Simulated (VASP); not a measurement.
Here is a VASP 6.6.1 calculation.

INCAR

```
SYSTEM = Na
PREC = Accurate
ENCUT = 520
EDIFF = 1E-6
ISMEAR = -1
SIGMA = 0.1
LREAL = .False.
LASPH = .True.
NELM = 60
ALGO = Normal
ISIF = 2
LWAVE = .False.
LCHARG = .False.
GGA = PE
NBANDS = 14
```

The input KPOINTS:

```
regular mesh
0
Gamma
  4 4 4
  0 0 0
```

Contents of POSCAR:

```
Na
1.0
    0.0000000000      3.7851578444      3.7851578444
    3.7851578444      0.0000000000      3.7851578444
    3.7851578444      3.7851578444      0.0000000000
Na
2
Direct
    0.1250000000      0.1250000000      0.1250000000
    0.8750000000      0.8750000000      0.8750000000
```

Potentials or basis: VASP PAW PBE potentials, release 64 (Na_pv).

The run is started by

```bash
$ cat potpaw_PBE.64/Na_pv/POTCAR > POTCAR
$ mpirun -np 1 vasp_std > vasp.out
```

Problem. Estimate the pressure.

Solution. -0.1 GPa.

Problem. Predict the band gap on the k mesh.

Solution. Zero (bands 7 and 8 overlap by 0.72 eV).
